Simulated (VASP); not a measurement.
# CdF2 (Fm-3m) in VASP: notebook, part 2 of 2

VASP 6.6.1.

### Step 3. Single point, r2SCAN

This run uses another cell than the first one, of 13.03 Å³/atom, 0.915 times its volume.

POSCAR

```
CdF2
1.0
    0.0000000000      2.6940000000      2.6940000000
    2.6940000000      0.0000000000      2.6940000000
    2.6940000000      2.6940000000      0.0000000000
Cd F
1 2
Direct
    0.0000000000      0.0000000000      0.0000000000
    0.7500000000      0.7500000000      0.7500000000
    0.2500000000      0.2500000000      0.2500000000
```

INCAR.step1

```
PREC = Accurate
ENCUT = 520
ISMEAR = -1
SIGMA = 0.05
LREAL = F
LASPH = T
NELM = 60
NBANDS = 20
GGA = PE
ALGO = Normal
EDIFF = 1E-4
LWAVE = T
LCHARG = F
```

INCAR.step2

```
PREC = Accurate
ENCUT = 520
EDIFF = 1E-7
ISMEAR = -1
SIGMA = 0.05
LREAL = F
LASPH = T
NELM = 60
ALGO = Normal
ISIF = 2
LWAVE = F
LCHARG = F
METAGGA = R2SCAN
LMIXTAU = T
NBANDS = 20
ISTART = 1
```

KPOINTS

```
regular mesh
0
Gamma
  9 9 9
```

Potentials or basis: VASP PAW PBE potentials, release 64 (Cd, F).

Command:

```bash
cat potpaw_PBE.64/Cd/POTCAR potpaw_PBE.64/F/POTCAR > POTCAR
cp INCAR.step1 INCAR
mpirun -np 1 vasp_std > vasp.out
cp INCAR.step2 INCAR
mpirun -np 1 vasp_std > vasp.out
```

OUTCAR:

```text
PREC = Accurate
   ENCUT = 520
   EDIFF = 1E-7
   ISMEAR = -1
   LREAL = F
   LASPH = T
   NELM = 60
   ISIF = 2
   METAGGA = R2SCAN
   ISTART = 1

 ion  position               nearest neighbor table
   1  0.000  0.000  0.000-   2 2.33   2 2.33   2 2.33   2 2.33   3 2.33   3 2.33   3 2.33   3 2.33

   2  0.750  0.750  0.750-   1 2.33   1 2.33   1 2.33   1 2.33
   3  0.250  0.250  0.250-   1 2.33   1 2.33   1 2.33   1 2.33

  LATTYP: Found a face centered cubic cell.
 ALAT       =     5.3880000000

  Lattice vectors:

 A1 = (   0.0000000000,   2.6940000000,   2.6940000000)
 A2 = (   2.6940000000,   0.0000000000,   2.6940000000)
 A3 = (   2.6940000000,   2.6940000000,   0.0000000000)

Analysis of symmetry for initial positions (statically):
=====================================================================
 Subroutine PRICEL returns:
 Original cell was already a primitive cell.

 Routine SETGRP: Setting up the symmetry group for a
 face centered cubic supercell.

 Subroutine GETGRP returns: Found 48 space group operations
[... 9 lines left out ...]

[... 146 lines left out ...]
 number of electron      25.9999990 magnetization

 Free energy of the ion-electron system (eV)
  ---------------------------------------------------
  ext. energy  EPLUGINS =         0.00000000
  ---------------------------------------------------
  free energy    TOTEN  =       -33.71924301 eV

  energy without entropy =      -33.71924301  energy(sigma->0) =      -33.71924301

 E-fermi :  -0.8278     XC(G=0): -11.0481

 val. band max:       -1.8970064325   @ k =  -0.3333   0.4444   0.2222
 cond. band min:       1.8824269115   @ k =   0.0000   0.0000   0.0000
 fundamental gap:      3.7794333440
 Fermi energy:        -0.8277602444

 k-point     1 :       0.0000    0.0000    0.0000
  band No.  band energies     occupation
      1     -23.8073      2.00000
      2     -22.7410      2.00000
      3      -7.4972      2.00000
      4      -7.4972      2.00000
      5      -7.4972      2.00000
      6      -6.2588      2.00000
[... 541 lines left out ...]
     19      18.7469      0.00000
     20      20.6478      0.00000

 [... further k-points ...]
[... 5 lines left out ...]
  --------------------------------------------------------------------------------------
  -------------------------------------------------------------------------------------
  Total        0.2472133      0.2472133      0.2472133     -0.0000000     -0.0000000      0.0000000
  in kB       10.1288365     10.1288365     10.1288365     -0.0000000     -0.0000000      0.0000000
  external PRESSURE =      10.1288365 kB  Pullay stress =       0.0000000 kB

 VOLUME and BASIS-vectors are now :
 -----------------------------------------------------------------------------
  energy-cutoff  :      520.00
  volume of cell :       39.10
      direct lattice vectors                 reciprocal lattice vectors
     0.000000000  2.694000000  2.694000000    -0.185597624  0.185597624  0.185597624
     2.694000000  0.000000000  2.694000000     0.185597624 -0.185597624  0.185597624
     2.694000000  2.694000000  0.000000000     0.185597624  0.185597624 -0.185597624

 POSITION                                       TOTAL-FORCE (eV/Angst)
 -----------------------------------------------------------------------------------
      0.00000      0.00000      0.00000        -0.000000     -0.000000      0.000000
      4.04100      4.04100      4.04100         0.000000      0.000000      0.000000
      1.34700      1.34700      1.34700        -0.000000     -0.000000     -0.000000
 -----------------------------------------------------------------------------------
    total drift:                                0.000000      0.000000      0.000000

  FREE ENERGIE OF THE ION-ELECTRON SYSTEM (eV)
  ---------------------------------------------------
  free  energy   TOTEN  =       -33.7192430134 eV

  energy  without entropy=      -33.7192430133  energy(sigma->0) =      -33.71924301
```

Run time: 56 s. Hardware: 1 thread of Intel Xeon 6975P-C (Granite Rapids), shared host; peak memory 0.17 GiB.

Results:

- Free energy: -33.7192 eV
- Pressure: 1.0 GPa
- Band gap on the k mesh: 3.78 eV, indirect (least direct gap 4.25 eV)

Caveat: the PAW data sets were made with another functional, which shifts forces and pressure a little. r2SCAN opens gaps a little over a GGA but as a rule still falls short of measured ones.

### Step 4. Relaxation of cell and atoms, revPBE

This run uses another cell than the first one, of 13.03 Å³/atom, 0.915 times its volume.

INCAR

```
SYSTEM = CdF2
  PREC = Accurate
  ENCUT = 600
  EDIFF = 1E-6
  ISMEAR = -1
  SIGMA = 0.05
  LREAL = .FALSE.
  LASPH = .TRUE.
  NELM = 100
  ALGO = Normal
  ISIF = 3
  LWAVE = .FALSE.
  LCHARG = .FALSE.
  GGA = RE
  IBRION = 2
  NSW = 60
  EDIFFG = -0.01
```

KPOINTS

```
Automatic mesh
0
G
  9 9 9
  0 0 0
```

POSCAR is that of step 3.

Command:

```bash
cat potpaw_PBE.64/Cd/POTCAR potpaw_PBE.64/F/POTCAR > POTCAR
mpirun -np 1 vasp_std > vasp.out
```

It took 30 s on 1 thread of Intel Xeon 6975P-C (Granite Rapids), shared host; peak memory 0.19 GiB.

The run converged. Its results:

* Free energy: -10.0666 eV
* Relaxed volume: 14.30 Å³/atom
* Relaxed cell: a = 3.929 Å, b = 3.929 Å, c = 3.929 Å, α = 60.00°, β = 60.00°, γ = 60.00°
* Space group after relaxing (to 0.05 Å): Fm-3m (No. 225)
* Energy gained by relaxing: 34.5 meV/atom
* Ionic steps: 3
* Pressure after relaxing: 0.0 GPa
* Band gap on the k mesh: 2.92 eV, indirect (least direct gap 3.50 eV)

The path:
```tsv
step	energy change (eV)	largest force (eV/Å)	pressure (GPa)	volume (Å³)
1	0.0000	0.0000	9.57	39.10
2	-0.1002	0.0000	-1.37	43.68
3	-0.1036	0.0000	0.03	42.90
```

Final structure:
```
CELL_PARAMETERS angstrom
0.00000 2.77841 2.77841
2.77841 0.00000 2.77841
2.77841 2.77841 0.00000
ATOMIC_POSITIONS crystal
Cd 0.00000 0.00000 0.00000
F 0.75000 0.75000 0.75000
F 0.25000 0.25000 0.25000
```

Levels at points of the mesh, in eV from the valence-band top:
```tsv
k point	band 9	band 10	band 11	band 12	band 13	band 14	band 15	band 16	band 17
(0.00, 0.00, 0.00)	-0.72	-0.72	-0.58	-0.58	-0.58	2.92	12.44	12.44	12.44
```

Caveat: the PAW data sets were made with another functional, which shifts forces and pressure a little. revPBE gives volumes clearly too large for solids.

### Step 5. Relaxation of cell and atoms, BLYP

This run uses another cell than the first one, of 13.03 Å³/atom, 0.915 times its volume.

INCAR

```
PREC = Accurate
ENCUT = 600
EDIFF = 1E-6
ISMEAR = -1
SIGMA = 0.05
LREAL = F
LASPH = T
NELM = 100
ALGO = Normal
ISIF = 3
LWAVE = F
LCHARG = F
GGA = B5
ALDAX = 1.0
AGGAX = 1.0
AGGAC = 1.0
ALDAC = 0.0
IBRION = 2
NSW = 60
EDIFFG = -0.01
```

KPOINTS

```
regular mesh
0
Gamma
  9 9 9
```

POSCAR is that of step 4.

Command:

```bash
cat potpaw_PBE.64/Cd/POTCAR potpaw_PBE.64/F/POTCAR > POTCAR
mpirun -np 1 vasp_std > vasp.out
```

It took 48 s on 1 thread of Intel Xeon 6975P-C (Granite Rapids), shared host; peak memory 0.18 GiB.

Results (log left out):

| Quantity | Value |
| --- | --- |
| Free energy | -10.3676 eV |
| Relaxed volume | 14.20 Å³/atom |
| Relaxed cell | a = 3.920 Å, b = 3.920 Å, c = 3.920 Å, α = 60.00°, β = 60.00°, γ = 60.00° |
| Space group after relaxing (to 0.05 Å) | Fm-3m (No. 225) |
| Energy gained by relaxing | 31.4 meV/atom |
| Ionic steps | 3 |
| Pressure after relaxing | 0.0 GPa |
| Band gap on the k mesh | 2.85 eV, indirect (least direct gap 3.39 eV) |

Step by step:
```csv
step,energy change (eV),largest force (eV/Å),pressure (GPa),volume (Å³)
1,0.0000,0.0000,9.31,39.10
2,-0.0885,0.0000,-1.87,43.55
3,-0.0941,0.0000,0.00,42.59
```

Final structure:
```
Cd F
1.0
     0.00000    2.77183    2.77183
     2.77183    0.00000    2.77183
     2.77183    2.77183    0.00000
Cd F
1 2
Direct
  0.00000 0.00000 0.00000
  0.75000 0.75000 0.75000
  0.25000 0.25000 0.25000
```

Levels at points of the mesh, in eV from the valence-band top:
```
           k point  band 10  band 11  band 12  band 13  band 14  band 15  band 16  band 17
(0.00, 0.00, 0.00)    -0.75    -0.54    -0.54    -0.54     2.85    12.32    12.32    12.32
```

Caveat: the PAW data sets were made with another functional, which shifts forces and pressure a little. A hybrid or GW would open this gap; BLYP tends to underestimate it.

### Step 6. Summary

```tsv
task	level	cell	cutoff (eV)	gap on the mesh (eV)	pressure (GPa)	relaxed volume (Å³/atom)
single point	revPBE	a = 3.924 Å, angles 60.0°, 3 atoms	520	2.94	0.4	-
single point	r2SCAN	a = 3.810 Å, angles 60.0°, 3 atoms	520	3.78	1.0	-
relaxation of cell and atoms	revPBE	relaxed from a = 3.810 Å, angles 60.0°, 3 atoms	600	2.92	0.0	14.30
relaxation of cell and atoms	BLYP	relaxed from a = 3.810 Å, angles 60.0°, 3 atoms	600	2.85	0.0	14.20
```

Alike in all rows: potentials or basis VASP PAW PBE potentials, release 64 (Cd, F); no spin polarisation; k mesh 9 × 9 × 9; smearing fermi-dirac 0.05 eV.

Caveats: the PAW data sets were made with another functional, which shifts forces and pressure a little.

Absolute energies hang on the potentials; compare differences alone.
